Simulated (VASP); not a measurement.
# Ge5Mo (P4/mmm) in VASP: further runs, part 2 of 2

VASP 6.6.1. Earlier steps stand in the parts before.

## 3. Single point, PBE

This run uses another cell than the first one, of 17.51 Å³/atom, 0.865 times its volume.

File INCAR:

```
ALGO = Normal
EDIFF = 1E-6
ENCUT = 520
GGA = PE
ISIF = 2
ISMEAR = 0
LASPH = True
LCHARG = False
LREAL = False
LWAVE = False
NBANDS = 51
NELM = 100
PREC = Accurate
SIGMA = 0.1
```

File KPOINTS:

```
k-points
0
Gamma
  12 12 4
```

File POSCAR:

```
Ge5Mo
1.0
    3.3599500677      0.0000000000      0.0000000000
    0.0000000000      3.3599500677      0.0000000000
    0.0000000000      0.0000000000      9.3056055225
Ge Mo
5 1
Direct
    0.5000000000      0.5000000000      0.3066724209
    0.5000000000      0.5000000000      0.6933275791
    0.0000000000      0.0000000000      0.1438840765
    0.0000000000      0.0000000000      0.8561159235
    0.0000000000      0.0000000000      0.5000000000
    0.5000000000      0.5000000000      0.0000000000
```

Potentials or basis: VASP PAW PBE potentials, release 64 (Ge_d, Mo_sv).

Started as:

```bash
cat potpaw_PBE.64/Ge_d/POTCAR potpaw_PBE.64/Mo_sv/POTCAR > POTCAR
mpirun -np 1 vasp_std > vasp.out
```

OUTCAR:

```text
EDIFF = 1E-6
   ENCUT = 520
   GGA = PE
   ISIF = 2
   ISMEAR = 0
   LASPH = True
   LREAL = False
   NELM = 100
   PREC = Accurate

 ion  position               nearest neighbor table
   1  0.500  0.500  0.307-   3 2.82   3 2.82   3 2.82   3 2.82   6 2.85
   2  0.500  0.500  0.693-   4 2.82   4 2.82   4 2.82   4 2.82   6 2.85
   3  0.000  0.000  0.144-   4 2.68   6 2.73   6 2.73   6 2.73   6 2.73   1 2.82   1 2.82   1 2.82
                             1 2.82
   4  0.000  0.000  0.856-   3 2.68   6 2.73   6 2.73   6 2.73   6 2.73   2 2.82   2 2.82   2 2.82
[... 1508 lines left out ...]
  -------------------------------------------------------------------------------------
  Total        0.0623570      0.0623570      0.0432151      0.0000000      0.0000000      0.0000000
  in kB        0.9510108      0.9510108      0.6590769      0.0000000      0.0000000      0.0000000
  external PRESSURE =       0.8536995 kB  Pullay stress =       0.0000000 kB

 VOLUME and BASIS-vectors are now :
 -----------------------------------------------------------------------------
  energy-cutoff  :      520.00
  volume of cell :      105.05
      direct lattice vectors                 reciprocal lattice vectors
     3.359950068  0.000000000  0.000000000     0.297623471  0.000000000  0.000000000
     0.000000000  3.359950068  0.000000000     0.000000000  0.297623471  0.000000000
     0.000000000  0.000000000  9.305605523     0.000000000  0.000000000  0.107462110

 POSITION                                       TOTAL-FORCE (eV/Angst)
 -----------------------------------------------------------------------------------
      1.67998      1.67998      2.85377        -0.000000      0.000000      0.008729
      1.67998      1.67998      6.45183        -0.000000     -0.000000     -0.008729
      0.00000      0.00000      1.33893         0.000000      0.000000      0.011269
      0.00000      0.00000      7.96668        -0.000000      0.000000     -0.011269
      0.00000      0.00000      4.65280        -0.000000      0.000000      0.000000
      1.67998      1.67998      0.00000        -0.000000      0.000000      0.000000
 -----------------------------------------------------------------------------------
    total drift:                                0.000000      0.000000      0.000000

  FREE ENERGIE OF THE ION-ELECTRON SYSTEM (eV)
  ---------------------------------------------------
  free  energy   TOTEN  =       -32.3471900977 eV

  energy  without entropy=      -32.3325499006  energy(sigma->0) =      -32.33987000
```

OSZICAR:

```text
N       E                     dE             d eps       ncg     rms          rms(c)
DAV:   1     0.105152303762E+04    0.10515E+04   -0.38989E+04 10534   0.466E+03
DAV:   2     0.164495875548E+03   -0.88703E+03   -0.86082E+03  8696   0.106E+03
DAV:   3    -0.179362384234E+02   -0.18243E+03   -0.17796E+03  8904   0.274E+02
DAV:   4    -0.328599308526E+02   -0.14924E+02   -0.14471E+02 10292   0.832E+01
DAV:   5    -0.333310255007E+02   -0.47109E+00   -0.46830E+00  9840   0.157E+01    0.140E+01
DAV:   6    -0.325917288304E+02    0.73930E+00   -0.44731E+00 11916   0.127E+01    0.372E+00
DAV:   7    -0.326825773454E+02   -0.90849E-01   -0.30449E+00 11331   0.927E+00    0.455E+00
DAV:   8    -0.323530521291E+02    0.32953E+00   -0.10186E+00 10319   0.577E+00    0.173E+00
DAV:   9    -0.323483201344E+02    0.47320E-02   -0.13461E-01  9244   0.236E+00    0.656E-01
DAV:  10    -0.323473315016E+02    0.98863E-03   -0.12971E-02 10717   0.154E+00    0.217E-01
DAV:  11    -0.323472894463E+02    0.42055E-04   -0.26619E-03  9662   0.565E-01    0.103E-01
DAV:  12    -0.323471890637E+02    0.10038E-03   -0.11804E-03 10388   0.468E-01    0.583E-02
DAV:  13    -0.323471899192E+02   -0.85552E-06   -0.83045E-05 10625   0.847E-02    0.302E-02
DAV:  14    -0.323471899593E+02   -0.40092E-07   -0.18087E-05 10710   0.658E-02    0.670E-03
DAV:  15    -0.323471900977E+02   -0.13839E-06   -0.39898E-06  8153   0.177E-02
   1 F= -.32347190E+02 E0= -.32339870E+02  d E =-.146402E-01
```

stdout:

```text
POSCAR found type information on POSCAR GeMo
 POSCAR found :  2 types and       6 ions
 scaLAPACK will be used
 LDA part: xc-table for (Slater+PW92), standard interpolation
 POSCAR, INCAR and KPOINTS ok, starting setup
 FFT: planning ... GRIDC
 FFT: planning ... GRID_SOFT
 FFT: planning ... GRID
 WAVECAR not read
 entering main loop
```

Run time: 8.1 min. Hardware: 1 thread of Intel Xeon 6975P-C, shared host; peak memory 0.47 GiB.

Results:

```
Free energy            : -32.3472 eV
Pressure               : 0.1 GPa
Largest force          : 0.011 eV/Å
Band gap on the k mesh : zero (band 42 reaches 9.20 eV, above the bottom of band 43 at 6.63 eV)
```

Forces on the atoms (eV/Å):
```
Ge   0.000  0.000  0.009
Ge   0.000  0.000 -0.009
Ge   0.000  0.000  0.011
Ge   0.000  0.000 -0.011
Ge   0.000  0.000  0.000
Mo   0.000  0.000  0.000
```
